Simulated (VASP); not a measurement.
# Ga2Te2O (P6_3/mmc) in VASP: further runs

Runs on Ga2Te2O. Level: PBE. Tasks: single point, relaxation of cell and atoms.

Everything below comes from runs of VASP 6.6.1. Logs are shortened: lines on timing, memory, paths and dates and some standing lists are left out, and cuts for length are marked.

### Step 1. The cell of the first run

It takes space group P6_3/mmc (No. 194, hexagonal). The conventional cell has a = 4.202 Å, b = 4.202 Å, c = 19.591 Å, α = 90.00°, β = 90.00°, γ = 120.00°. Ga (site symmetry 3m) has 1 O at 1.77 Å within 2.4 Å. Within 3.6 Å of Te (site symmetry 3m) lie 3 Ga at 2.71 Å. Within 2.4 Å of O (site symmetry -6m2) lie 2 Ga at 1.77 Å.

### Step 2. Single point, PBE

Input file INCAR:

```
SYSTEM = Ga2Te2O
PREC     = Accurate       ! precision mode
ENCUT    = 520            ! plane-wave cutoff, eV
EDIFF    = 1E-6           ! SCF threshold, eV
ISMEAR   = 0              ! smearing method
SIGMA    = 0.15           ! smearing width, eV
LREAL    = .FALSE.        ! projectors in reciprocal space
LASPH    = .TRUE.         ! aspherical terms in the spheres
NELM     = 100            ! most SCF steps
ALGO     = Normal         ! electronic algorithm
ISIF     = 2              ! what is computed and relaxed
LWAVE    = .FALSE.        ! write WAVECAR
LCHARG   = .FALSE.        ! write CHGCAR
GGA      = PE             ! functional
NBANDS   = 55             ! bands
```

Input file KPOINTS:

```
Automatic mesh
0
G
  3 3 1
  0 0 0
```

Input file POSCAR:

```
Ga2Te2O
1.0
    4.2022309250      0.0000000000      0.0000000000
   -2.1011154625      3.6392387336      0.0000000000
    0.0000000000      0.0000000000     19.5910389576
Ga Te O
4 4 2
Direct
    0.6666666667      0.3333333333      0.8404832892
    0.6666666667      0.3333333333      0.6595167108
    0.3333333333      0.6666666667      0.3404832892
    0.3333333333      0.6666666667      0.1595167108
    0.3333333333      0.6666666667      0.5984010829
    0.3333333333      0.6666666667      0.9015989171
    0.6666666667      0.3333333333      0.0984010829
    0.6666666667      0.3333333333      0.4015989171
    0.6666666667      0.3333333333      0.7500000000
    0.3333333333      0.6666666667      0.2500000000
```

Potentials or basis: VASP PAW PBE potentials, release 64 (Ga_d, Te, O).

Command:

```
$ cat potpaw_PBE.64/Ga_d/POTCAR potpaw_PBE.64/Te/POTCAR potpaw_PBE.64/O/POTCAR > POTCAR
$ mpirun -np 1 vasp_std > vasp.out
```

OUTCAR:

```text
SYSTEM = Ga2Te2O
   PREC = Accurate
   ENCUT = 520
   EDIFF = 1E-6
   ISMEAR = 0
   LREAL = .FALSE.
   LASPH = .TRUE.
   NELM = 100
   ISIF = 2
   GGA = PE

 ion  position               nearest neighbor table
   1  0.667  0.333  0.840-   9 1.77   6 2.71   6 2.71   6 2.71
   2  0.667  0.333  0.660-   9 1.77   5 2.71   5 2.71   5 2.71
   3  0.333  0.667  0.340-  10 1.77   8 2.71   8 2.71   8 2.71
   4  0.333  0.667  0.160-  10 1.77   7 2.71   7 2.71   7 2.71
   5  0.333  0.667  0.598-   2 2.71   2 2.71   2 2.71
   6  0.333  0.667  0.902-   1 2.71   1 2.71   1 2.71
   7  0.667  0.333  0.098-   4 2.71   4 2.71   4 2.71
   8  0.667  0.333  0.402-   3 2.71   3 2.71   3 2.71
   9  0.667  0.333  0.750-   1 1.77   2 1.77
  10  0.333  0.667  0.250-   3 1.77   4 1.77

  LATTYP: Found a hexagonal cell.
 ALAT       =     4.2022309250
 C/A-ratio  =     4.6620567283

  Lattice vectors:

 A1 = (   4.2022309250,   0.0000000000,   0.0000000000)
 A2 = (  -2.1011154625,   3.6392387336,   0.0000000000)
 A3 = (   0.0000000000,   0.0000000000,  19.5910389576)

Analysis of symmetry for initial positions (statically):
=====================================================================
 Subroutine PRICEL returns:
 Original cell was already a primitive cell.

 Routine SETGRP: Setting up the symmetry group for a
 hexagonal supercell.

 Subroutine GETGRP returns: Found 24 space group operations
 (whereof 12 operations were pure point group operations)
 out of a pool of 24 trial point group operations.

The static configuration has the point symmetry D_3d.
 The point group associated with its full space group is D_6h.

Analysis of symmetry for dynamics (positions and initial velocities):
=====================================================================
 Subroutine PRICEL returns:
 Original cell was already a primitive cell.

 Routine SETGRP: Setting up the symmetry group for a
 hexagonal supercell.

 Subroutine GETGRP returns: Found 24 space group operations
 (whereof 12 operations were pure point group operations)
 out of a pool of 24 trial point group operations.

The dynamic configuration has the point symmetry D_3d.
 The point group associated with its full space group is D_6h.

 Subroutine INISYM returns: Found 24 space group operations
 (whereof 12 operations are pure point group operations),
 and found     1 'primitive' translations

----------------------------------------------------------------------------------------

                                     Primitive cell

  volume of cell :     299.6042

  direct lattice vectors                    reciprocal lattice vectors
     4.202230925  0.000000000  0.000000000     0.237968836  0.137391371  0.000000000
    -2.101115463  3.639238734  0.000000000     0.000000000  0.274782743  0.000000000
     0.000000000  0.000000000 19.591038958     0.000000000  0.000000000  0.051043745

  length of vectors
     4.202230925  4.202230925 19.591038958     0.274782743  0.274782743  0.051043745

  position of ions in fractional coordinates (direct lattice)
     0.666666667  0.333333333  0.840483289
     0.666666667  0.333333333  0.659516711
     0.333333333  0.666666667  0.340483289
     0.333333333  0.666666667  0.159516711
     0.333333333  0.666666667  0.598401083
     0.333333333  0.666666667  0.901598917
     0.666666667  0.333333333  0.098401083
     0.666666667  0.333333333  0.401598917
     0.666666667  0.333333333  0.750000000
     0.333333333  0.666666667  0.250000000

  ion indices of the primitive-cell ions
   primitive index   ion index
                 1           1
                 2           2
                 3           3
                 4           4
                 5           5
                 6           6
                 7           7
                 8           8
                 9           9
                10          10

----------------------------------------------------------------------------------------

 KPOINTS: Automatic mesh

Automatic generation of k-mesh.
 Grid dimensions read from file:
 generate k-points for:    3    3    1

 Generating k-lattice:

  Cartesian coordinates                     Fractional coordinates (reciprocal lattice)
     0.079322945  0.045797124  0.000000000     0.333333333  0.000000000  0.000000000
     0.000000000  0.091594248  0.000000000     0.000000000  0.333333333  0.000000000
     0.000000000  0.000000000  0.051043745     0.000000000  0.000000000  1.000000000

  Length of vectors
     0.091594248  0.091594248  0.051043745

  Shift w.r.t. Gamma in fractional coordinates (k-lattice)
     0.000000000  0.000000000  0.000000000

 Subroutine IBZKPT returns following result:
 ===========================================

 Found      3 irreducible k-points:

 Following reciprocal coordinates:
            Coordinates               Weight
  0.000000  0.000000  0.000000      1.000000
  0.333333 -0.000000  0.000000      6.000000
  0.333333  0.333333  0.000000      2.000000
   k-points           NKPTS =      3   k-points in BZ     NKDIM =      3   number of bands    NBANDS=     55
   number of dos      NEDOS =    301   number of ions     NIONS =     10
   total plane-waves  NPLWV = 153600
   dimension x,y,z NGX =    32 NGY =   32 NGZ =  150
   dimension x,y,z NGXF=    64 NGYF=   64 NGZF=  300
   ions per type =               4   4   2
   NGX,Y,Z   is equivalent  to a cutoff of  12.66, 12.66, 12.73 a.u.
   NGXF,Y,Z  is equivalent  to a cutoff of  25.32, 25.32, 25.46 a.u.
 SYSTEM =  Ga2Te2O
   PREC   = accura    normal or accurate (medium, high low for compatibility)
   ISTART =      0    job   : 0-new  1-cont  2-samecut
   ICHARG =      2    charge: 1-file 2-atom 10-const
   ISPIN  =      1    spin polarized calculation?
   LNONCOLLINEAR =      F non collinear calculations
   LSORBIT =      F    spin-orbit coupling
   LASPH  =      T    aspherical Exc in radial PAW
   ENCUT  =  520.0 eV  38.22 Ry    6.18 a.u.   7.81  7.81 36.43*2*pi/ulx,y,z
   NELM   =    100;   NELMIN=  2; NELMDL= -5     # of ELM steps
   EDIFF  = 0.1E-05   stopping-criterion for ELM
   LREAL  =      F    real-space projection
   EDIFFG = 0.1E-04   stopping-criterion for IOM
   NSW    =      0    number of steps for IOM
   IBRION =     -1    ionic relax: 0-MD 1-quasi-New 2-CG
   NFREE  =      0    steps in history (QN), initial steepest desc. (CG)
   ISIF   =      2    stress and relaxation
   ISYM   =      2    0-nonsym 1-usesym 2-fastsym
   POTIM  = 0.5000    time-step for ionic-motion
   TEBEG  =    0.0;   TEEND  =   0.0 temperature during run
   PSTRESS=    0.0 pullay stress
   NELECT =      88.0000    total number of electrons
   NUPDOWN=      -1.0000    fix difference up-down
   EMIN   =  10.00;   EMAX   =-10.00  energy-range for DOS
   EFERMI =   0.00;   METHOD = LEGACY
   ISMEAR =     0;   SIGMA  =   0.15  broadening in eV -4-tet -1-fermi 0-gaus
   EFERMI_NEDOS =   21; number of points for ismear=-14 and -15
   IALGO  =     38    algorithm
   IMIX   =      4    mixing-type and parameters
     AMIX     =   0.40;   BMIX     =  1.00
     AMIX_MAG =   1.60;   BMIX_MAG =  1.00
  volume/ion in A,a.u.               =      29.96       202.18
  Fermi-wavevector in a.u.,A,eV,Ry     =   1.088228  2.056452 16.112555  1.184239
  Thomas-Fermi vector in A             =   2.224405
   LORBIT       =      0    0 simple, 1 ext, 2 COOP (PROOUT), +10 PAW based schemes
   GGA     = PE    functional components
   LHFCALC =     F    Hartree Fock is set to
   AEXX    =    0.0000 exact exchange contribution
   IVDW    =     0    specifies the selected vdW correction
   LEPSILON=     F    determine dielectric tensor
   LRPA    =     F    only Hartree local field effects (RPA)
 non-spin polarized calculation
 Gauss-broadening in eV      SIGMA  =   0.15
  energy-cutoff  :      520.00
  volume of cell :      299.60
 maximum number of plane-waves:      8112
 NGX is ok and might be reduce to    32
   NGX = 15   NGY = 15   NGZ = 73

 number of electron      87.9999981 magnetization

 Free energy of the ion-electron system (eV)
  ---------------------------------------------------
  ext. energy  EPLUGINS =         0.00000000
  ---------------------------------------------------
  free energy    TOTEN  =       -40.46576260 eV

  energy without entropy =      -40.46576259  energy(sigma->0) =      -40.46576260

 E-fermi :   2.7129     XC(G=0):  -8.1641

 val. band max:        2.1138270615   @ k =   0.0000   0.0000   0.0000
 cond. band min:       3.2987993624   @ k =   0.0000   0.0000   0.0000
 fundamental gap:      1.1849723008
 Fermi energy:         2.7129354196

 k-point     1 :       0.0000    0.0000    0.0000
  band No.  band energies     occupation
      1     -15.7742      2.00000
      2     -15.7742      2.00000
      3     -12.2771      2.00000
      4     -12.2771      2.00000
      5     -12.0914      2.00000
      6     -12.0914      2.00000
[... 47 lines left out ...]
     54       6.8668      0.00000
     55       7.0521      0.00000

 k-point     2 :       0.3333   -0.0000    0.0000
  band No.  band energies     occupation
      1     -15.7556      2.00000
      2     -15.7555      2.00000
      3     -12.2701      2.00000
      4     -12.2701      2.00000
      5     -12.1230      2.00000
      6     -12.1227      2.00000
[... 47 lines left out ...]
     54       7.9357      0.00000
     55       8.2489      0.00000

 k-point     3 :       0.3333    0.3333    0.0000
  band No.  band energies     occupation
      1     -15.7463      2.00000
      2     -15.7463      2.00000
      3     -12.2661      2.00000
      4     -12.2661      2.00000
      5     -12.1336      2.00000
      6     -12.1336      2.00000
[... 47 lines left out ...]
     54       8.5716      0.00000
     55       8.7203      0.00000

------------------------ aborting loop because EDIFF is reached ----------------------------------------

  FORCE on cell =-STRESS in cart. coord.  units (eV):
  Direction    XX          YY          ZZ          XY          YZ          ZX
  --------------------------------------------------------------------------------------
  -------------------------------------------------------------------------------------
  Total        0.9844207      0.9844207      0.3208417     -0.0000000      0.0000000     -0.0000000
  in kB        5.2643336      5.2643336      1.7157481     -0.0000000      0.0000000     -0.0000000
  external PRESSURE =       4.0814717 kB  Pullay stress =       0.0000000 kB

 VOLUME and BASIS-vectors are now :
 -----------------------------------------------------------------------------
  energy-cutoff  :      520.00
  volume of cell :      299.60
      direct lattice vectors                 reciprocal lattice vectors
     4.202230925  0.000000000  0.000000000     0.237968836  0.137391371  0.000000000
    -2.101115463  3.639238734  0.000000000     0.000000000  0.274782743  0.000000000
     0.000000000  0.000000000 19.591038958     0.000000000  0.000000000  0.051043745

 POSITION                                       TOTAL-FORCE (eV/Angst)
 -----------------------------------------------------------------------------------
      2.10112      1.21308     16.46594        -0.000000      0.000000      0.035992
      2.10112      1.21308     12.92062        -0.000000      0.000000     -0.035992
     -0.00000      2.42616      6.67042         0.000000     -0.000000      0.035992
     -0.00000      2.42616      3.12510         0.000000     -0.000000     -0.035992
     -0.00000      2.42616     11.72330        -0.000000      0.000000      0.031151
     -0.00000      2.42616     17.66326        -0.000000     -0.000000     -0.031151
      2.10112      1.21308      1.92778         0.000000     -0.000000      0.031151
      2.10112      1.21308      7.86774         0.000000     -0.000000     -0.031151
      2.10112      1.21308     14.69328        -0.000000     -0.000000      0.000000
     -0.00000      2.42616      4.89776        -0.000000      0.000000      0.000000
 -----------------------------------------------------------------------------------
    total drift:                               -0.000000      0.000000     -0.000000

  FREE ENERGIE OF THE ION-ELECTRON SYSTEM (eV)
  ---------------------------------------------------
  free  energy   TOTEN  =       -40.4657625992 eV

  energy  without entropy=      -40.4657625948  energy(sigma->0) =      -40.46576260
```

Wall time 75 s (1 thread of AMD EPYC 7R43 (Zen 3), shared host); peak memory 0.37 GiB.

What came out:

- Free energy: -40.4658 eV
- Pressure: 0.4 GPa
- Largest force: 0.036 eV/Å
- Band gap on the k mesh: 1.19 eV

Forces in eV/Å, atoms in the order of the input:
```
Ga   0.000  0.000  0.036
Ga   0.000  0.000 -0.036
Ga   0.000  0.000  0.036
Ga   0.000  0.000 -0.036
Te   0.000  0.000  0.031
Te   0.000  0.000 -0.031
Te   0.000  0.000  0.031
Te   0.000  0.000 -0.031
O    0.000  0.000  0.000
O    0.000  0.000  0.000
```

Caveat: the k points lie up to 0.58 Å⁻¹ apart; spin-orbit coupling is left out, which moves the levels of the heavy elements; this functional lacks dispersion, which binds the layers, so the pressure and a relaxed spacing across them are unreliable.

[end of part 1 of 2]
